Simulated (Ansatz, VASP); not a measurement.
Si in VASP and in Ansatz

File INCAR:

```
SYSTEM = Si
  PREC = Accurate
  ENCUT = 520
  EDIFF = 1E-7
  ISMEAR = 0
  SIGMA = 0.15
  LREAL = .False.
  LASPH = .True.
  NELM = 80
  ALGO = Normal
  ISIF = 2
  LWAVE = .False.
  LCHARG = .False.
  GGA = CA
  NBANDS = 8
```

Contents of KPOINTS:

```
Automatic mesh
0
Gamma
  24 24 20
  0 0 0
```

File POSCAR:

```
Si
1.0
    2.6860563853      0.0000000000      0.0000000000
   -1.3430281927      2.3261930656      0.0000000000
    0.0000000000      0.0000000000      2.5896721095
Si
1
Direct
    0.0000000000      0.0000000000      0.0000000000
```

Input for Ansatz:

```yaml
crystal:
  lattice:
    - [2.6860563853, 0.0, 0.0]
    - [-1.3430281927, 2.3261930656, 0.0]
    - [0.0, 0.0, 2.5896721095]
  atoms:
    - { symbol: Si, position: [0.0, 0.0, 0.0] }
basis:
  ecutwfc: 420
kpoints:
  mp_grid: { grid: [24, 24, 20] }
hamiltonian:
  xc: lda
scf:
  occupations: { method: gaussian, width: 0.15 }
output:
  forces: true
  stress: true
  eigenvalues: true
```

Change from the starting cell: strain +0.025 along x and y, +0.050 along z, atoms carried along.

Alike in both runs: task single point; functional LDA; k mesh 24 × 24 × 20; occupations gaussian, width 0.15 eV; no spin polarisation.

|  | VASP | Ansatz |
| --- | --- | --- |
| version | VASP 6.6.1 | Ansatz 0.2.0 |
| potentials or method | VASP PAW LDA potentials, release 64 (Si), cutoff 520 eV | scalar-relativistic, plane waves, PAW |
| valence electrons in the cell | 4 | 4 |

Ansatz gave:

| Property | Result |
| --- | --- |
| gap on the k mesh at the Fermi level (eV) | none |
| pressure (GPa) | -9.6 |
| traceless stress, the component that is largest in VASP (GPa) | -4.13 |

Q: What did VASP give for the same quantities?

A: gap on the k mesh at the Fermi level (eV): none; pressure (GPa): -9.6; traceless stress, the component that is largest in VASP (GPa): -4.12.

LDA's correlation is that of Perdew and Zunger in VASP and of Perdew and Wang (1992) in Ansatz. A gap of «none» marks a metal or a gap that the smearing closes.
